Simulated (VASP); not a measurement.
Set up this calculation in VASP 6.6.1, as the native input.

| Quantity | Value |
| --- | --- |
| Task | single point |
| Functional | r2SCAN |
| Dispersion | D4 |
| Potentials or basis | VASP PAW PBE potentials, release 64 (Ru_pv, Al) |
| Cutoff | 520 eV |
| k mesh | 9 × 9 × 9 |
| Occupations | tetrahedron |
| Spin | no spin polarisation |
| Hubbard terms | Ru d U = 4.5 eV |
| Dipole correction | no |
| Further INCAR settings | ALGO = Normal; EDIFF = 1e-07; NBANDS = 16 |

Crystal: AlRu.

```
Ru Al
1.0
     2.99160    0.00000    0.00000
     0.00000    2.99160    0.00000
     0.00000    0.00000    2.99160
Ru Al
1 1
Direct
  0.49082 0.51669 0.52463
  0.99819 0.96075 0.97452
```

This cell differs from its parent crystal: atoms moved at random.

The input as run:

POSCAR

```
AlRu
1.0
    2.9916000000      0.0000000000      0.0000000000
    0.0000000000      2.9916000000      0.0000000000
    0.0000000000      0.0000000000      2.9916000000
Ru Al
1 1
Direct
    0.4908160000      0.5166880000      0.5246310000
   -0.0018090000     -0.0392530000     -0.0254800000
```

INCAR.step1

```
SYSTEM = AlRu
PREC     = Accurate       ! precision mode
ENCUT    = 520            ! plane-wave cutoff, eV
ISMEAR   = -5             ! smearing method
SIGMA    = 0.05           ! smearing width, eV
LREAL    = .False.        ! projectors in reciprocal space
LASPH    = .True.         ! aspherical terms in the spheres
NELM     = 150            ! most SCF steps
LMAXMIX  = 4              ! l up to which the mixer works
LDAU     = .True.         ! DFT+U
LDAUTYPE = 2            
LDAUL    = 2 -1           ! shell
LDAUU    = 4.5 0          ! U, eV
LDAUJ    = 0 0          
NBANDS   = 16             ! bands
GGA      = PE             ! functional
ALGO     = Normal         ! electronic algorithm
EDIFF    = 1E-4           ! SCF threshold, eV
LWAVE    = .True.         ! write WAVECAR
LCHARG   = .False.        ! write CHGCAR
```

INCAR.step2

```
SYSTEM = AlRu
PREC     = Accurate       ! precision mode
ENCUT    = 520            ! plane-wave cutoff, eV
EDIFF    = 1E-7           ! SCF threshold, eV
ISMEAR   = -5             ! smearing method
SIGMA    = 0.05           ! smearing width, eV
LREAL    = .False.        ! projectors in reciprocal space
LASPH    = .True.         ! aspherical terms in the spheres
NELM     = 150            ! most SCF steps
ALGO     = Normal         ! electronic algorithm
ISIF     = 2              ! what is computed and relaxed
LWAVE    = .False.        ! write WAVECAR
LCHARG   = .False.        ! write CHGCAR
LMAXMIX  = 4              ! l up to which the mixer works
LDAU     = .True.         ! DFT+U
LDAUTYPE = 2            
LDAUL    = 2 -1           ! shell
LDAUU    = 4.5 0          ! U, eV
LDAUJ    = 0 0          
LDAUPRINT= 1            
METAGGA  = R2SCAN         ! meta-GGA
LMIXTAU  = .True.       
IVDW     = 13             ! dispersion correction
VDW_S6   = 1.0          
VDW_S8   = 0.6018749    
VDW_A1   = 0.51559235   
VDW_A2   = 5.77342911   
NBANDS   = 16             ! bands
ISTART   = 1
```

KPOINTS

```
regular mesh
0
Gamma
  9 9 9
  0 0 0
```

Potentials or basis: VASP PAW PBE potentials, release 64 (Ru_pv, Al).

Launch:

```console
$ cat potpaw_PBE.64/Ru_pv/POTCAR potpaw_PBE.64/Al/POTCAR > POTCAR
$ cp INCAR.step1 INCAR
$ mpirun -np 1 vasp_std > vasp.out
$ cp INCAR.step2 INCAR
$ mpirun -np 1 vasp_std > vasp.out
```

It gave:

```
Pressure                   : -1.9 GPa
Largest force              : 1.706 eV/Å
Dispersion energy per atom : -0.159 eV
```

Caveat: the cell differs from its parent crystal (atoms moved at random); the PAW data sets were made with another functional, which shifts forces and pressure a little; U without spin polarisation on a metal has little footing; pairwise dispersion overbinds metals, which lowers pressure and volume; the U is typed as a test and isn't derived for this compound; tetrahedron occupations give inexact forces and stress in metals.

It took 5.7 min on 1 thread of Intel(R) Xeon(R) Platinum 8488C (Sapphire Rapids), with other jobs on the host, peak memory 0.27 GiB.
